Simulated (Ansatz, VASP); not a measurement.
One calculation of CaSe, two programs

Contents of POSCAR:

```
CaSe
1.0
    0.0000000000      2.9675351259      2.9675351259
    2.9277701552      0.0000000000      2.9675351259
    2.9277701552      2.9675351259      0.0000000000
Ca Se
1 1
Direct
    0.0000000000      0.0000000000      0.0000000000
    0.5000000000      0.5000000000      0.5000000000
```

File INCAR.step1:

```
SYSTEM = CaSe
ALGO     = Normal         ! electronic algorithm
EDIFF    = 1E-4           ! SCF threshold, eV
ENCUT    = 520            ! plane-wave cutoff, eV
GGA      = PE             ! functional
ISMEAR   = 0              ! smearing method
LASPH    = .TRUE.         ! aspherical terms in the spheres
LCHARG   = .FALSE.        ! write CHGCAR
LREAL    = .FALSE.        ! projectors in reciprocal space
LWAVE    = .TRUE.         ! write WAVECAR
NBANDS   = 15             ! bands
NELM     = 100            ! most SCF steps
PREC     = Accurate       ! precision mode
SIGMA    = 0.01           ! smearing width, eV
```

INCAR.step2

```
SYSTEM = CaSe
ALGO     = Normal         ! electronic algorithm
EDIFF    = 1E-6           ! SCF threshold, eV
ENCUT    = 520            ! plane-wave cutoff, eV
ISIF     = 2              ! what is computed and relaxed
ISMEAR   = 0              ! smearing method
ISTART   = 1            
LASPH    = .TRUE.         ! aspherical terms in the spheres
LCHARG   = .FALSE.        ! write CHGCAR
LMIXTAU  = .TRUE.       
LREAL    = .FALSE.        ! projectors in reciprocal space
LWAVE    = .FALSE.        ! write WAVECAR
METAGGA  = R2SCAN         ! meta-GGA
NBANDS   = 15             ! bands
NELM     = 100            ! most SCF steps
PREC     = Accurate       ! precision mode
SIGMA    = 0.01           ! smearing width, eV
```

Contents of KPOINTS:

```
k-points
0
G
  8 8 8
  0 0 0
```

Input for Ansatz:

```yaml
crystal:
  lattice:
    - [0.0, 2.9675351259, 2.9675351259]
    - [2.9277701552, 0.0, 2.9675351259]
    - [2.9277701552, 2.9675351259, 0.0]
  atoms:
    - { symbol: Ca, position: [0.0, 0.0, 0.0] }
    - { symbol: Se, position: [0.5, 0.5, 0.5] }
kpoints:
  mp_grid: { grid: [8, 8, 8] }
  band_path:
    path:
      - [0.0, 0.0, 0.0]
      - [0.5, 0.0, 0.5]
      - [0.625, 0.25, 0.625]
      - [0.375, 0.375, 0.75]
      - [0.5, 0.5, 0.5]
      - [0.5, 0.25, 0.75]
      - [0.0, 0.5, 0.5]
    npoints: 1
hamiltonian:
  xc: r2scan
scf:
  occupations: { method: fixed }
  n_extra_bands: 4
output:
  forces: true
  stress: true
  eigenvalues: true
```

Change from the starting cell: uniaxial_x strain -1.3%.

Alike in both runs: task single point; functional r2SCAN; k mesh 8 × 8 × 8; no spin polarisation.

|  | VASP | Ansatz |
| --- | --- | --- |
| version | VASP 6.6.1 | Ansatz 0.2.0 |
| potentials or method | VASP PAW PBE potentials, release 64 (Ca_sv, Se) | plane waves, PAW |
| plane-wave cutoff (eV) | 520 | 500 |
| occupations | gaussian, width 0.01 eV | fixed |
| valence electrons in the cell | 16 | 26 |

Ansatz gave:

- gap on the k mesh at the Fermi level (eV): 2.48
- pressure (GPa): 0.7
- traceless stress, the component that is largest in VASP (GPa): 0.95

Task: Which values does VASP return?

Result: gap on the k mesh at the Fermi level (eV): 2.47; pressure (GPa): 1.0; traceless stress, the component that is largest in VASP (GPa): 0.97.

VASP's potentials were made for PBE, not for r2SCAN. VASP's potentials hold 16 valence electrons a cell and Ansatz's 26, so a difference there can come from the potentials and not from the codes.
